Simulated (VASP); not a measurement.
## ScBF6: single point with PBE

The system is ScBF6.

```
Sc B F
1.0
     4.60449    0.00000    0.00000
     0.00000    4.60449    0.00000
     0.00000    0.00000    4.60449
Sc B F
1 1 6
Cartesian
  2.3022 2.3022 2.3022
  0.0000 0.0000 0.0000
  1.7449 0.0000 0.0000
  2.8596 0.0000 0.0000
  0.0000 1.7449 0.0000
  0.0000 2.8596 0.0000
  0.0000 0.0000 1.7449
  0.0000 0.0000 2.8596
```

The cell was generated, and may not be a known phase.

```json
{"Program": "VASP 6.6.1", "Task": "single point", "Functional": "PBE", "Potentials or basis": "VASP PAW PBE potentials, release 64 (Sc_sv, B_h, F_h)", "Cutoff": "1350 eV", "k mesh": "4 × 4 × 4", "Occupations": "gaussian, width 0.1 eV", "Spin": "no spin polarisation"}
```

| Item | Value |
| --- | --- |
| Pressure | 96.0 GPa |
| Largest force | 35.879 eV/Å |
| Band gap on the k mesh | zero (bands 28 and 29 overlap by 0.66 eV) |

Forces on the atoms (eV/Å):
```
Sc    0.000   0.000   0.000
B     0.000   0.000   0.000
F   -35.879   0.000   0.000
F    35.879   0.000   0.000
F     0.000 -35.879   0.000
F     0.000  35.879   0.000
F     0.000   0.000 -35.879
F     0.000   0.000  35.879
```

Levels at points of the mesh, in eV from the Fermi level:
```csv
k point,band 24,band 25,band 26,band 27,band 28,band 29,band 30,band 31
"(0.00, 0.00, 0.00)",-5.29,-5.29,-2.55,-0.43,-0.43,-0.33,-0.33,-0.33
"(0.50, 0.00, 0.00)",-6.24,-5.29,-1.57,-1.38,-0.17,-0.01,-0.01,0.55
"(0.50, 0.50, 0.00)",-6.24,-5.93,-3.25,-0.42,0.18,0.27,0.68,0.68
"(0.50, 0.50, 0.50)",-5.95,-5.95,-4.82,0.33,0.33,0.33,0.64,0.80
```

Wall time 110 s on 1 thread of Intel(R) Xeon(R) 6975P-C (Granite Rapids), on a shared host, peak memory 0.51 GiB.

Caveat: the cell stands under pressure; forces of over 1 eV/Å act on the atoms, so gaps and moduli don't describe the material at rest.
